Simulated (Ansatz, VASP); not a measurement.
**Ag in VASP and in Ansatz**

```xyz
1
Lattice="0.0000 2.0734 2.0734 2.0734 0.0000 2.0734 2.0734 2.0734 0.0000" Properties=species:S:1:pos:R:3 pbc="T T T"
Ag    0.0000    0.0000    0.0000
```

Alike in both runs: task single point; functional PBE; k mesh 13 × 13 × 13; occupations fermi-dirac, width 0.2 eV; no spin polarisation.

|  | VASP | Ansatz |
| --- | --- | --- |
| version | VASP 6.6.1 | Ansatz 0.2.0 |
| potentials or method | VASP PAW PBE potentials, release 64 (Ag), cutoff 520 eV | plane waves (420 eV) with PAW, scalar-relativistic |
| valence electrons in the cell | 11 | 19 |

```tsv
	VASP	Ansatz	Ansatz less VASP
pressure (GPa)	0.0	0.1	+0.11
```

VASP's potentials hold 11 valence electrons a cell and Ansatz's 19, so a difference there can come from the potentials and not from the codes.
